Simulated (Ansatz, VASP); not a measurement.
## Br in VASP and in Ansatz

```
Br
1.0
     3.81737    0.00000    0.00000
    -1.90869    3.30594    0.00000
     0.00000    0.00000    2.52993
Br
1
Direct
  0.00000 0.00000 0.00000
```

Alike in both runs: functional PBEsol; k mesh 18 × 18 × 22; occupations gaussian, width 0.1 eV; no spin polarisation.

Ansatz relaxed the structure, and its values are those at the end. VASP's run is a single point on that final structure, the one shown.

```csv
,VASP,Ansatz
version,VASP 6.6.1,Ansatz 0.2.0
potentials or method,"VASP PAW PBE potentials, release 64 (Br), cutoff 520 eV","scalar-relativistic, plane waves, PAW"
valence electrons in the cell,7,7
```

```tsv
	VASP	Ansatz	Ansatz less VASP
gap on the k mesh at the Fermi level (eV)	none	none	-
pressure (GPa)	0.0	0.0	-0.03
```

VASP's potentials were made for PBE, not for PBEsol. A gap of «none» marks a metal or a gap that the smearing closes. With one functional, cell and mesh, what is left measures potentials, basis and numerics.
